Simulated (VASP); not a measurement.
Wanted: the native input for a VASP 6.6.1 run.

| Property | Result |
| --- | --- |
| Task | single point |
| Functional | PBE |
| Potentials or basis | VASP PAW PBE potentials, release 64 (Na_pv, F) |
| Cutoff | 520 eV |
| k mesh | 8 × 8 × 8 |
| Occupations | gaussian, width 0.05 eV |
| Spin | no spin polarisation |
| Dipole correction | no |
| Further INCAR settings | ALGO = Normal; EDIFF = 1e-06; NBANDS = 14 |

The structure of NaF lies in POSCAR:

```
NaF
1.0
    0.0000000000      2.2652175000      2.2071350000
    2.2652175000      0.0000000000      2.2071350000
    2.2652175000      2.2652175000      0.0000000000
Na F
1 1
Direct
    0.0000000000      0.0000000000      0.0000000000
    0.5000000000      0.5000000000      0.5000000000
```

This cell differs from its parent crystal: strain -0.025 along x and y, -0.050 along z.

The input as run:

INCAR

```
SYSTEM = NaF
  ALGO = Normal
  EDIFF = 1E-6
  ENCUT = 520
  GGA = PE
  ISIF = 2
  ISMEAR = 0
  LASPH = .TRUE.
  LCHARG = .TRUE.
  LELF = .TRUE.
  LREAL = .FALSE.
  LVHAR = .TRUE.
  LWAVE = .FALSE.
  NBANDS = 14
  NELM = 80
  PREC = Accurate
  SIGMA = 0.05
```

KPOINTS

```
k-points
0
G
  8 8 8
  0 0 0
```

Potentials or basis: VASP PAW PBE potentials, release 64 (Na_pv, F).

Run with:

```sh
$ cat potpaw_PBE.64/Na_pv/POTCAR potpaw_PBE.64/F/POTCAR > POTCAR
$ mpirun -np 1 vasp_std > vasp.out
```

It gave:

```yaml
Pressure: 8.5 GPa
Band_gap_on_the_k_mesh: 6.83 eV, direct
```

Caveat: the cell differs from its parent crystal (strain -0.025 along x and y, -0.050 along z).

Wall time 8.7 s on 1 thread of Intel(R) Xeon(R) Platinum 8259CL CPU @ 2.50GHz (Skylake/Cascade Lake), on a shared host, peak memory 0.14 GiB.
